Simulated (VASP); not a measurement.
# W2CN4 (Fd-3m) in VASP: further runs

W2CN4 is run at these levels: PBE; tasks: single point.

Program: VASP 6.6.1. These are calculated values, not measurements. Logs are shortened: lines on timing, memory, paths and dates and some standing lists are left out, and cuts for length are marked.

## Step 1: The cell of the first run

The structure is cubic, space group Fd-3m (No. 227). The conventional cell has a = 7.942 Å, b = 7.942 Å, c = 7.942 Å, α = 90.00°, β = 90.00°, γ = 90.00°. W (site symmetry -3m) has 6 N at 2.12 Å within 2.8 Å. C (site symmetry -43m) has 4 N at 1.50 Å within 2.0 Å. N (site symmetry 3m) has 1 C at 1.50 Å within 2.0 Å.

## Step 2: Single point, PBE

The input, INCAR:

```
SYSTEM = W2CN4
  PREC = Accurate
  ENCUT = 520
  EDIFF = 1E-6
  ISMEAR = 0
  SIGMA = 0.1
  LREAL = .False.
  LASPH = .True.
  NELM = 60
  ALGO = Normal
  ISIF = 2
  LWAVE = .False.
  LCHARG = .True.
  GGA = PE
  LELF = .True.
  LVHAR = .True.
  NBANDS = 65
```

The input, KPOINTS:

```
regular mesh
0
Gamma
  8 8 8
  0 0 0
```

The input, POSCAR:

```
W2CN4
1.0
    0.0000000000      3.9707983151      3.9707983151
    3.9707983151      0.0000000000      3.9707983151
    3.9707983151      3.9707983151      0.0000000000
W C N
4 2 8
Direct
    0.6250000000      0.1250000000      0.6250000000
    0.6250000000      0.6250000000      0.1250000000
    0.1250000000      0.6250000000      0.6250000000
    0.6250000000      0.6250000000      0.6250000000
    0.0000000000      0.0000000000      0.0000000000
    0.2500000000      0.2500000000      0.2500000000
    0.8907456963      0.8907456963      0.3277629110
    0.8907456963      0.3277629110      0.8907456963
    0.3277629110      0.8907456963      0.8907456963
    0.8907456963      0.8907456963      0.8907456963
    0.3592543037      0.9222370890      0.3592543037
    0.3592543037      0.3592543037      0.9222370890
    0.3592543037      0.3592543037      0.3592543037
    0.9222370890      0.3592543037      0.3592543037
```

Potentials or basis: VASP PAW PBE potentials, release 64 (W_sv, C, N).

Started as:

```sh
$ cat potpaw_PBE.64/W_sv/POTCAR potpaw_PBE.64/C/POTCAR potpaw_PBE.64/N/POTCAR > POTCAR
$ mpirun -np 1 vasp_std > vasp.out
```

OUTCAR:

```text
SYSTEM = W2CN4
   PREC = Accurate
   ENCUT = 520
   EDIFF = 1E-6
   ISMEAR = 0
   LREAL = .False.
   LASPH = .True.
   NELM = 60
   ISIF = 2
   GGA = PE

 ion  position               nearest neighbor table
   1  0.625  0.125  0.625-  10 2.12  13 2.12  12 2.12   7 2.12   9 2.12  14 2.12   4 2.81   2 2.81
                             2 2.81   3 2.81   4 2.81   3 2.81
   2  0.625  0.625  0.125-  10 2.12  13 2.12   8 2.12  11 2.12   9 2.12  14 2.12   4 2.81   1 2.81
                             3 2.81   4 2.81   1 2.81   3 2.81
   3  0.125  0.625  0.625-  10 2.12  13 2.12  12 2.12   7 2.12   8 2.12  11 2.12   4 2.81   2 2.81
                             1 2.81   1 2.81   2 2.81   4 2.81
   4  0.625  0.625  0.625-   8 2.12   9 2.12  11 2.12  14 2.12  12 2.12   7 2.12   1 2.81   2 2.81
                             3 2.81   2 2.81   1 2.81   3 2.81
   5  0.000  0.000  0.000-   7 1.50   8 1.50   9 1.50  10 1.50
   6  0.250  0.250  0.250-  11 1.50  12 1.50  14 1.50  13 1.50
   7  0.891  0.891  0.328-   5 1.50   4 2.12   1 2.12   3 2.12
   8  0.891  0.328  0.891-   5 1.50   4 2.12   2 2.12   3 2.12
   9  0.328  0.891  0.891-   5 1.50   4 2.12   2 2.12   1 2.12
  10  0.891  0.891  0.891-   5 1.50   2 2.12   3 2.12   1 2.12
  11  0.359  0.922  0.359-   6 1.50   4 2.12   2 2.12   3 2.12
  12  0.359  0.359  0.922-   6 1.50   4 2.12   1 2.12   3 2.12
  13  0.359  0.359  0.359-   6 1.50   2 2.12   3 2.12   1 2.12
  14  0.922  0.359  0.359-   6 1.50   4 2.12   2 2.12   1 2.12

  LATTYP: Found a face centered cubic cell.
 ALAT       =     7.9415966302

  Lattice vectors:

 A1 = (   0.0000000000,   3.9707983151,   3.9707983151)
 A2 = (   3.9707983151,   0.0000000000,   3.9707983151)
 A3 = (   3.9707983151,   3.9707983151,   0.0000000000)

Analysis of symmetry for initial positions (statically):
=====================================================================
 Subroutine PRICEL returns:
 Original cell was already a primitive cell.

 Routine SETGRP: Setting up the symmetry group for a
 face centered cubic supercell.

 Subroutine GETGRP returns: Found 48 space group operations
 (whereof 24 operations were pure point group operations)
 out of a pool of 48 trial point group operations.

The static configuration has the point symmetry T_d .
 The point group associated with its full space group is O_h .

Analysis of symmetry for dynamics (positions and initial velocities):
=====================================================================
 Subroutine PRICEL returns:
 Original cell was already a primitive cell.

 Routine SETGRP: Setting up the symmetry group for a
 face centered cubic supercell.

 Subroutine GETGRP returns: Found 48 space group operations
 (whereof 24 operations were pure point group operations)
 out of a pool of 48 trial point group operations.

The dynamic configuration has the point symmetry T_d .
 The point group associated with its full space group is O_h .

 Subroutine INISYM returns: Found 48 space group operations
 (whereof 24 operations are pure point group operations),
 and found     1 'primitive' translations

----------------------------------------------------------------------------------------

                                     Primitive cell

  volume of cell :     125.2171

  direct lattice vectors                    reciprocal lattice vectors
     0.000000000  3.970798315  3.970798315    -0.125919264  0.125919264  0.125919264
     3.970798315  0.000000000  3.970798315     0.125919264 -0.125919264  0.125919264
     3.970798315  3.970798315  0.000000000     0.125919264  0.125919264 -0.125919264

  length of vectors
     5.615556831  5.615556831  5.615556831     0.218098562  0.218098562  0.218098562

  position of ions in fractional coordinates (direct lattice)
     0.625000000  0.125000000  0.625000000
     0.625000000  0.625000000  0.125000000
     0.125000000  0.625000000  0.625000000
     0.625000000  0.625000000  0.625000000
     0.000000000  0.000000000  0.000000000
     0.250000000  0.250000000  0.250000000
     0.890745696  0.890745696  0.327762911
     0.890745696  0.327762911  0.890745696
     0.327762911  0.890745696  0.890745696
     0.890745696  0.890745696  0.890745696
     0.359254304  0.922237089  0.359254304
     0.359254304  0.359254304  0.922237089
     0.359254304  0.359254304  0.359254304
     0.922237089  0.359254304  0.359254304

  ion indices of the primitive-cell ions
   primitive index   ion index
[... 29 lines left out ...]

  Length of vectors
     0.027262320  0.027262320  0.027262320

  Shift w.r.t. Gamma in fractional coordinates (k-lattice)
     0.000000000  0.000000000  0.000000000

 Subroutine IBZKPT returns following result:
 ===========================================

 Found     29 irreducible k-points:

 Following reciprocal coordinates:
            Coordinates               Weight
  0.000000  0.000000  0.000000      1.000000
  0.125000  0.000000  0.000000      8.000000
  0.250000  0.000000  0.000000      8.000000
  0.375000  0.000000  0.000000      8.000000
  0.500000  0.000000  0.000000      4.000000
  0.125000  0.125000  0.000000      6.000000
[... 16 lines left out ...]
  0.500000  0.250000  0.125000     48.000000
 -0.375000  0.250000  0.125000     24.000000
 [... further k-points ...]
   k-points           NKPTS =     29   k-points in BZ     NKDIM =     29   number of bands    NBANDS=     65
   number of dos      NEDOS =    301   number of ions     NIONS =     14
   total plane-waves  NPLWV =  74088
   dimension x,y,z NGX =    42 NGY =   42 NGZ =   42
   dimension x,y,z NGXF=    84 NGYF=   84 NGZF=   84
   ions per type =               4   2   8
   NGX,Y,Z   is equivalent  to a cutoff of  12.43, 12.43, 12.43 a.u.
   NGXF,Y,Z  is equivalent  to a cutoff of  24.87, 24.87, 24.87 a.u.
 SYSTEM =  W2CN4
   PREC   = accura    normal or accurate (medium, high low for compatibility)
   ISTART =      0    job   : 0-new  1-cont  2-samecut
   ICHARG =      2    charge: 1-file 2-atom 10-const
   ISPIN  =      1    spin polarized calculation?
   LNONCOLLINEAR =      F non collinear calculations
   LSORBIT =      F    spin-orbit coupling
   LASPH  =      T    aspherical Exc in radial PAW
   ENCUT  =  520.0 eV  38.22 Ry    6.18 a.u.  10.44 10.44 10.44*2*pi/ulx,y,z
   NELM   =     60;   NELMIN=  2; NELMDL= -5     # of ELM steps
   EDIFF  = 0.1E-05   stopping-criterion for ELM
   LREAL  =      F    real-space projection
   EDIFFG = 0.1E-04   stopping-criterion for IOM
   NSW    =      0    number of steps for IOM
   IBRION =     -1    ionic relax: 0-MD 1-quasi-New 2-CG
   NFREE  =      0    steps in history (QN), initial steepest desc. (CG)
   ISIF   =      2    stress and relaxation
   ISYM   =      2    0-nonsym 1-usesym 2-fastsym
   POTIM  = 0.5000    time-step for ionic-motion
   TEBEG  =    0.0;   TEEND  =   0.0 temperature during run
   PSTRESS=    0.0 pullay stress
   NELECT =     104.0000    total number of electrons
   NUPDOWN=      -1.0000    fix difference up-down
   EMIN   =  10.00;   EMAX   =-10.00  energy-range for DOS
   EFERMI =   0.00;   METHOD = LEGACY
   ISMEAR =     0;   SIGMA  =   0.10  broadening in eV -4-tet -1-fermi 0-gaus
   EFERMI_NEDOS =   21; number of points for ismear=-14 and -15
   IALGO  =     38    algorithm
   IMIX   =      4    mixing-type and parameters
     AMIX     =   0.40;   BMIX     =  1.00
     AMIX_MAG =   1.60;   BMIX_MAG =  1.00
  volume/ion in A,a.u.               =       8.94        60.36
  Fermi-wavevector in a.u.,A,eV,Ry     =   1.538856  2.908017 32.219674  2.368079
  Thomas-Fermi vector in A             =   2.645166
   LORBIT       =      0    0 simple, 1 ext, 2 COOP (PROOUT), +10 PAW based schemes
   GGA     = PE    functional components
   LHFCALC =     F    Hartree Fock is set to
   AEXX    =    0.0000 exact exchange contribution
   IVDW    =     0    specifies the selected vdW correction
   LEPSILON=     F    determine dielectric tensor
   LRPA    =     F    only Hartree local field effects (RPA)
 non-spin polarized calculation
 Gauss-broadening in eV      SIGMA  =   0.10
  energy-cutoff  :      520.00
  volume of cell :      125.22
 maximum number of plane-waves:      3386
 NGX is ok and might be reduce to    42
   NGX = 21   NGY = 21   NGZ = 21

 number of electron     104.0000012 magnetization

 Free energy of the ion-electron system (eV)
  ---------------------------------------------------
  ext. energy  EPLUGINS =         0.00000000
  ---------------------------------------------------
  free energy    TOTEN  =      -136.69738795 eV

  energy without entropy =     -136.67292900  energy(sigma->0) =     -136.68515848

 E-fermi :   9.7972     XC(G=0): -13.1677

 val. band max:        9.7968904248   @ k =  -0.2500   0.1250   0.0000
 cond. band min:       9.8179378341   @ k =   0.5000   0.2500   0.1250
 fundamental gap:      0.0210474093
 Fermi energy:         9.7971968863

 k-point     1 :       0.0000    0.0000    0.0000
  band No.  band energies     occupation
      1     -64.9508      2.00000
      2     -64.8586      2.00000
      3     -64.8586      2.00000
      4     -64.8586      2.00000
      5     -30.1556      2.00000
      6     -29.5234      2.00000
[... 1597 lines left out ...]
     63      14.8043      0.00000
     64      15.0014      0.00000

 [... further k-points ...]

 [bands above 64 left out]

------------------------ aborting loop because EDIFF is reached ----------------------------------------

  FORCE on cell =-STRESS in cart. coord.  units (eV):
  Direction    XX          YY          ZZ          XY          YZ          ZX
  --------------------------------------------------------------------------------------
  -------------------------------------------------------------------------------------
  Total        0.9818033      0.9818033      0.9818033     -0.0000000     -0.0000000     -0.0000000
  in kB       12.5623706     12.5623706     12.5623706     -0.0000000     -0.0000000     -0.0000000
  external PRESSURE =      12.5623706 kB  Pullay stress =       0.0000000 kB

 VOLUME and BASIS-vectors are now :
 -----------------------------------------------------------------------------
  energy-cutoff  :      520.00
  volume of cell :      125.22
      direct lattice vectors                 reciprocal lattice vectors
     0.000000000  3.970798315  3.970798315    -0.125919264  0.125919264  0.125919264
     3.970798315  0.000000000  3.970798315     0.125919264 -0.125919264  0.125919264
     3.970798315  3.970798315  0.000000000     0.125919264  0.125919264 -0.125919264

 POSITION                                       TOTAL-FORCE (eV/Angst)
 -----------------------------------------------------------------------------------
      2.97810      4.96350      2.97810         0.000000      0.000000      0.000000
      2.97810      2.97810      4.96350         0.000000      0.000000      0.000000
      4.96350      2.97810      2.97810         0.000000      0.000000      0.000000
      4.96350      4.96350      4.96350         0.000000      0.000000      0.000000
      0.00000      0.00000      0.00000         0.000000      0.000000      0.000000
      1.98540      1.98540      1.98540         0.000000      0.000000      0.000000
      4.83845      4.83845      7.07394        -0.030775     -0.030775      0.030775
      4.83845      7.07394      4.83845        -0.030775      0.030775     -0.030775
      7.07394      4.83845      4.83845         0.030775     -0.030775     -0.030775
      7.07394      7.07394      7.07394         0.030775      0.030775      0.030775
      5.08854      2.85305      5.08854         0.030775     -0.030775      0.030775
      5.08854      5.08854      2.85305         0.030775      0.030775     -0.030775
      2.85305      2.85305      2.85305        -0.030775     -0.030775     -0.030775
      2.85305      5.08854      5.08854        -0.030775      0.030775      0.030775
 -----------------------------------------------------------------------------------
    total drift:                                0.000000      0.000000      0.000000

  FREE ENERGIE OF THE ION-ELECTRON SYSTEM (eV)
  ---------------------------------------------------
  free  energy   TOTEN  =      -136.6973879504 eV

  energy  without entropy=     -136.6729290009  energy(sigma->0) =     -136.68515848
```

It took 3.5 min on 1 thread of AMD EPYC 9R14 (Zen 4), shared host; peak memory 0.32 GiB.

What came out:

```yaml
Free_energy: -136.6974 eV
Pressure: 1.3 GPa
Largest_force: 0.053 eV/Å
Band_gap_on_the_k_mesh: zero (band 52 reaches 10.33 eV, above the bottom of band 53 at 8.77 eV)
```

Forces on the atoms (eV/Å):
```
W    0.000  0.000  0.000
W    0.000  0.000  0.000
W    0.000  0.000  0.000
W    0.000  0.000  0.000
C    0.000  0.000  0.000
C    0.000  0.000  0.000
N   -0.031 -0.031  0.031
N   -0.031  0.031 -0.031
N    0.031 -0.031 -0.031
N    0.031  0.031  0.031
N    0.031 -0.031  0.031
N    0.031  0.031 -0.031
N   -0.031 -0.031 -0.031
N   -0.031  0.031  0.031
```

Caveat: spin-orbit coupling is left out, which moves the levels of the heavy elements.

## Step 3: Single point, PBE

The input, INCAR:

```
PREC = Accurate
ENCUT = 520
EDIFF = 1E-6
ISMEAR = 0
SIGMA = 0.1
LREAL = False
LASPH = True
NELM = 100
ALGO = Normal
ISIF = 2
LWAVE = False
LCHARG = True
GGA = PE
LELF = True
LVHAR = True
NBANDS = 65
```

The input, KPOINTS:

```
regular mesh
0
Gamma
  8 8 8
```

POSCAR is that of step 2.

Potentials or basis: VASP PAW PBE potentials, release 64 (W_sv, C, N).

Started as:

```sh
$ cat potpaw_PBE.64/W_sv/POTCAR potpaw_PBE.64/C/POTCAR potpaw_PBE.64/N/POTCAR > POTCAR
$ mpirun -np 1 vasp_std > vasp.out
```

It took 3.3 min on 1 thread of AMD EPYC 9R14 (Zen 4), shared host; peak memory 0.32 GiB.

The run converged. Its results:

```yaml
Free_energy: -136.6974 eV
Pressure: 1.3 GPa
Largest_force: 0.053 eV/Å
Band_gap_on_the_k_mesh: zero (band 52 reaches 10.33 eV, above the bottom of band 53 at 8.77 eV)
```

Forces in eV/Å, atoms in the order of the input:
```
W    0.000  0.000  0.000
W    0.000  0.000  0.000
W    0.000  0.000  0.000
W    0.000  0.000  0.000
C    0.000  0.000  0.000
C    0.000  0.000  0.000
N   -0.031 -0.031  0.031
N   -0.031  0.031 -0.031
N    0.031 -0.031 -0.031
N    0.031  0.031  0.031
N    0.031 -0.031  0.031
N    0.031  0.031 -0.031
N   -0.031 -0.031 -0.031
N   -0.031  0.031  0.031
```

Levels at points of the mesh, in eV from the Fermi level:
| k point | band 48 | band 49 | band 50 | band 51 | band 52 | band 53 | band 54 | band 55 | band 56 | band 57 |
| --- | --- | --- | --- | --- | --- | --- | --- | --- | --- | --- |
| (0.00, 0.00, 0.00) | -1.93 | -1.10 | -1.10 | -1.10 | -1.02 | -1.02 | -1.02 | 3.56 | 3.56 | 3.56 |
| (0.50, 0.00, 0.00) | -1.68 | -1.10 | -0.46 | -0.46 | -0.41 | 0.40 | 0.51 | 0.51 | 0.94 | 0.94 |
| (0.50, 0.50, 0.00) | -2.69 | -2.33 | -2.33 | 0.41 | 0.41 | 1.23 | 1.23 | 1.26 | 1.26 | 2.11 |

Caveat: spin-orbit coupling is left out, which moves the levels of the heavy elements.
